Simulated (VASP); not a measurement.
Input of a VASP 6.6.1 run:

INCAR

```
SYSTEM = Ga7As8Pd
  ALGO = Normal
  EDIFF = 1E-6
  ENCUT = 520
  GGA = PS
  ISIF = 2
  ISMEAR = 0
  ISPIN = 2
  LASPH = .True.
  LCHARG = .False.
  LDAU = .True.
  LDAUJ = 0 0 0
  LDAUL = 2 -1 -1
  LDAUPRINT = 1
  LDAUTYPE = 2
  LDAUU = 2 0 0
  LMAXMIX = 4
  LORBIT = 11
  LREAL = Auto
  LWAVE = .False.
  MAGMOM = 3 0 0 0 0 0 0 0 0 0 0 0 0 0 0 0
  NBANDS = 88
  NELM = 150
  PREC = Accurate
  SIGMA = 0.05
```

File KPOINTS:

```
k-points
0
Gamma
  3 3 3
  0 0 0
```

Contents of POSCAR:

```
Ga7As8Pd
1.0
    0.0000000000      5.6537000000      5.6537000000
    5.6537000000      0.0000000000      5.6537000000
    5.6537000000      5.6537000000      0.0000000000
Pd Ga As
1 7 8
Direct
    0.0000000000      0.0000000000      0.0000000000
    0.0005118108      0.0005118108      0.4994881892
    0.0005118108      0.4994881892      0.0005118108
    0.0005118108      0.4994881892      0.4994881892
    0.4994881892      0.0005118108      0.0005118108
    0.4994881892      0.0005118108      0.4994881892
    0.4994881892      0.4994881892      0.0005118108
    0.5000000000      0.5000000000      0.5000000000
    0.1232025839      0.1232025839      0.1232025839
    0.1232025839      0.1232025839      0.6303922483
    0.1232025839      0.6303922483      0.1232025839
    0.1247390305      0.6250869898      0.6250869898
    0.6303922483      0.1232025839      0.1232025839
    0.6250869898      0.1247390305      0.6250869898
    0.6250869898      0.6250869898      0.1247390305
    0.6250869898      0.6250869898      0.6250869898
```

Potentials or basis: VASP PAW PBE potentials, release 64 (Pd, Ga_d, As).

Command:

```sh
$ cat potpaw_PBE.64/Pd/POTCAR potpaw_PBE.64/Ga_d/POTCAR potpaw_PBE.64/As/POTCAR > POTCAR
$ mpirun -np 1 vasp_std > vasp.out
```

Question: Estimate the largest force.

Answer: 0.169 eV/Å.

Question: Estimate the pressure.

Answer: -0.4 GPa.

Forces in eV/Å, atoms in the order of the input:
```
Pd   0.000  0.000  0.000
Ga   0.000  0.000 -0.005
Ga   0.000 -0.005  0.000
Ga   0.005  0.000  0.000
Ga  -0.005  0.000  0.000
Ga   0.000  0.005  0.000
Ga   0.000  0.000  0.005
Ga   0.000  0.000  0.000
As  -0.097 -0.097 -0.097
As   0.097  0.097 -0.097
As   0.097 -0.097  0.097
As  -0.002  0.002  0.002
As  -0.097  0.097  0.097
As   0.002 -0.002  0.002
As   0.002  0.002 -0.002
As  -0.002 -0.002 -0.002
```

Caveat: the PAW data sets were made with another functional, which shifts forces and pressure a little; the U is typed as a test and isn't derived for this compound.
